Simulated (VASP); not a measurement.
A run of VASP 6.6.1 is set up as follows.

POSCAR

```
Mg3Sb2
1.0
    4.6144003322      0.0000000000      0.0000000000
   -2.3072001661      3.9961879110      0.0000000000
    0.0000000000      0.0000000000      7.3121077163
Mg Sb
3 2
Direct
    0.3333333333      0.6666666667      0.6336636214
    0.6666666667      0.3333333333      0.3663363786
    0.0000000000      0.0000000000      0.0000000000
    0.3333333333      0.6666666667      0.2287383462
    0.6666666667      0.3333333333      0.7712616538
```

File INCAR.step1:

```
SYSTEM = Mg3Sb2
  PREC = Accurate
  ENCUT = 660
  ISMEAR = 0
  SIGMA = 0.02
  LREAL = .FALSE.
  LASPH = .TRUE.
  NELM = 120
  GGA = PE
  ALGO = Normal
  EDIFF = 1E-5
  LWAVE = .TRUE.
  LCHARG = .FALSE.
  GGA_COMPAT = .FALSE.
  IBRION = 2
  ISIF = 3
  EDIFFG = -0.005
  NELMIN = 4
  NSW = 100
```

File INCAR.step2:

```
SYSTEM = Mg3Sb2
  PREC = Accurate
  ENCUT = 660
  EDIFF = 1E-7
  ISMEAR = 0
  SIGMA = 0.02
  LREAL = .FALSE.
  LASPH = .TRUE.
  NELM = 120
  ALGO = Normal
  ISIF = 4
  LWAVE = .FALSE.
  LCHARG = .FALSE.
  METAGGA = R2SCAN
  LMIXTAU = .TRUE.
  IBRION = 2
  NSW = 50
  EDIFFG = -0.01
  ISTART = 1
  GGA_COMPAT = .FALSE.
  NELMIN = 4
```

The input KPOINTS:

```
regular mesh
0
G
  6 6 4
  0 0 0
```

Potentials or basis: VASP PAW PBE potentials, release 64 (Mg, Sb).

The run is started by

```bash
$ cat potpaw_PBE.64/Mg/POTCAR potpaw_PBE.64/Sb/POTCAR > POTCAR
$ cp INCAR.step1 INCAR
$ mpirun -np 1 vasp_std > vasp.out
$ cp INCAR.step2 INCAR
$ mpirun -np 1 vasp_std > vasp.out
```

(1) What does it give for the band gap on the k mesh?

Answers

(1) 0.60 eV (least direct gap 1.64 eV).

Caveat: semilocal functionals underestimate gaps, and a narrow one can read as zero; spin-orbit coupling is left out, which moves the levels of the heavy elements.
